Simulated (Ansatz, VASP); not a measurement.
# BaTe: VASP beside Ansatz

Contents of INCAR:

```
  PREC = Accurate
  ENCUT = 520
  EDIFF = 1E-6
  ISMEAR = 0
  SIGMA = 0.02
  LREAL = False
  LASPH = True
  NELM = 60
  ALGO = Normal
  ISIF = 2
  LWAVE = False
  LCHARG = False
  GGA = PS
  NBANDS = 15
```

KPOINTS

```
regular mesh
0
Gamma
  6 6 6
```

The input POSCAR:

```
BaTe
1.0
    4.0942264670      0.0000000000      0.0000000000
    0.0000000000      4.0942264670      0.0000000000
    0.0000000000      0.0000000000      4.0942264670
Ba Te
1 1
Direct
    0.0000000000      0.0000000000      0.0000000000
    0.5000000000      0.5000000000      0.5000000000
```

Input for Ansatz:

```yaml
crystal:
  lattice:
    - [4.094226467, 0.0, 0.0]
    - [0.0, 4.094226467, 0.0]
    - [0.0, 0.0, 4.094226467]
  atoms:
    - { symbol: Ba, position: [0.0, 0.0, 0.0] }
    - { symbol: Te, position: [0.5, 0.5, 0.5] }
basis:
  ecutwfc: 420
kpoints:
  mp_grid: { grid: [6, 6, 6] }
hamiltonian:
  xc: pbesol
scf:
  occupations: { method: gaussian, width: 0.02 }
output:
  forces: true
  stress: true
  eigenvalues: true
  populations: true
```

Alike in both runs: task single point; functional PBEsol; k mesh 6 × 6 × 6; occupations gaussian, width 0.02 eV; no spin polarisation.

|  | VASP | Ansatz |
| --- | --- | --- |
| version | VASP 6.6.1 | Ansatz 0.2.0 |
| potentials or method | VASP PAW PBE potentials, release 64 (Ba_sv, Te), cutoff 520 eV | scalar-relativistic, plane waves, PAW |
| valence electrons in the cell | 16 | 26 |

|  | VASP | Ansatz | Ansatz less VASP |
| --- | --- | --- | --- |
| gap on the k mesh at the Fermi level (eV) | 0.37 | 0.51 | +0.139 |
| least direct gap on the mesh (eV) | 0.75 | 0.84 | +0.094 |
| pressure (GPa) | 2.8 | 2.0 | -0.76 |

VASP's potentials were made for PBE, not for PBEsol. VASP's potentials hold 16 valence electrons a cell and Ansatz's 26, so a difference there can come from the potentials and not from the codes.

Spin-orbit coupling is off throughout.
